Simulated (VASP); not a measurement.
ZnS: single point with r2SCAN

The system is ZnS.

```
Zn S
1.0
     3.81100    0.00000    0.00000
    -1.90550    3.30042    0.00000
     0.00000    0.00000    6.23400
Zn S
2 2
Direct
  0.33333 0.66667 0.00000
  0.66667 0.33333 0.50000
  0.27734 0.71212 0.38500
  0.66667 0.33333 0.88500
```

This cell differs from its parent crystal: atom 3 (S) moved by (-0.300, +0.150) A along x and y.

| Item | Value |
| --- | --- |
| Program | VASP 6.6.1 |
| Task | single point |
| Functional | r2SCAN |
| Potentials or basis | VASP PAW PBE potentials, release 64 (Zn, S) |
| Cutoff | 520 eV |
| k mesh | 6 × 6 × 4 |
| Occupations | gaussian, width 0.05 eV |
| Spin | no spin polarisation |

```yaml
Pressure: 1.9 GPa
Largest_force: 1.773 eV/Å
Band_gap_on_the_k_mesh: 2.77 eV
```

Forces in eV/Å, atoms in the order of the input:
```
Zn  -0.098  0.046  0.371
Zn  -1.220  0.347  0.800
S    1.461 -0.456 -0.894
S   -0.144  0.062 -0.277
```

Stress tensor (GPa, compression positive):
```
 1.44  3.81 -1.27
 3.81  4.76  0.26
-1.27  0.26 -0.54
```

Levels at points of the mesh, in eV from the valence-band top:
```csv
k point,band 14,band 15,band 16,band 17,band 18,band 19,band 20,band 21,band 22,band 23
"(0.00, 0.00, 0.00)",-1.29,-0.67,-0.15,-0.06,0.00,2.77,3.54,6.77,6.83,7.00
"(0.50, 0.00, 0.00)",-4.54,-3.12,-2.22,-1.93,-0.96,4.04,4.86,5.92,7.20,7.98
"(0.00, 0.50, 0.00)",-4.51,-3.17,-2.20,-1.88,-0.95,4.03,4.79,5.81,7.24,8.04
"(0.50, 0.50, 0.00)",-3.80,-3.48,-2.43,-1.11,-1.07,3.69,4.22,4.78,7.51,8.47
"(0.00, 0.00, 0.50)",-2.76,-1.02,-0.55,-0.50,-0.15,3.96,4.08,6.61,6.92,7.17
"(0.50, 0.00, 0.50)",-5.08,-1.95,-1.71,-1.57,-1.20,3.71,3.94,5.42,5.63,9.50
"(0.00, 0.50, 0.50)",-5.08,-1.97,-1.70,-1.58,-1.18,3.75,3.91,5.43,5.58,9.49
"(0.50, 0.50, 0.50)",-4.40,-1.90,-1.88,-1.74,-1.60,3.93,4.41,5.07,5.68,9.32
```

Wall time 4.1 min on 1 thread of Intel(R) Xeon(R) Platinum 8488C (Sapphire Rapids), with other jobs on the host, peak memory 0.28 GiB.

Caveat: the cell differs from its parent crystal (atom 3 (S) moved by (-0.300, +0.150) A along x and y); the stress differs along the axes, from -1 to 5 GPa; the PAW data sets were made with another functional, which shifts forces and pressure a little.
